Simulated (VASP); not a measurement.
Here is a VASP 6.6.1 calculation.

The input INCAR:

```
SYSTEM = MgSc2C2
PREC = Accurate
ENCUT = 520
EDIFF = 1E-6
ISMEAR = 0
SIGMA = 0.1
LREAL = .FALSE.
LASPH = .TRUE.
NELM = 100
ALGO = Normal
ISIF = 2
LWAVE = .FALSE.
LCHARG = .FALSE.
GGA = PE
NBANDS = 24
```

File KPOINTS:

```
regular mesh
0
G
  12 12 8
  0 0 0
```

Contents of POSCAR:

```
MgSc2C2
1.0
    4.2139545469      0.0000000000      0.0000000000
   -2.1069772735      3.6493916880      0.0000000000
    0.0000000000      0.0000000000      5.4907989926
Mg Sc C
1 2 2
Direct
    0.0000000000      0.0000000000      0.0000000000
    0.3333333333      0.6666666667      0.5000000000
    0.6666666667      0.3333333333      0.5000000000
    0.0000000000      0.0000000000      0.3727748942
    0.0000000000      0.0000000000      0.6272251058
```

Potentials or basis: VASP PAW PBE potentials, release 64 (Mg, Sc_sv, C).

Run with:

```sh
$ cat potpaw_PBE.64/Mg/POTCAR potpaw_PBE.64/Sc_sv/POTCAR potpaw_PBE.64/C/POTCAR > POTCAR
$ mpirun -np 1 vasp_std > vasp.out
```

Question: Predict the largest force.

Answer: 0.085 eV/Å.

Question: What does it give for the pressure?

Answer: 0.3 GPa.

Question: Predict the band gap on the k mesh.

Answer: Zero (band 16 reaches 4.50 eV, above the bottom of band 17 at 3.40 eV).

Forces on the atoms (eV/Å):
```
Mg   0.000  0.000  0.000
Sc   0.000  0.000  0.000
Sc   0.000  0.000  0.000
C    0.000  0.000 -0.085
C    0.000  0.000  0.085
```
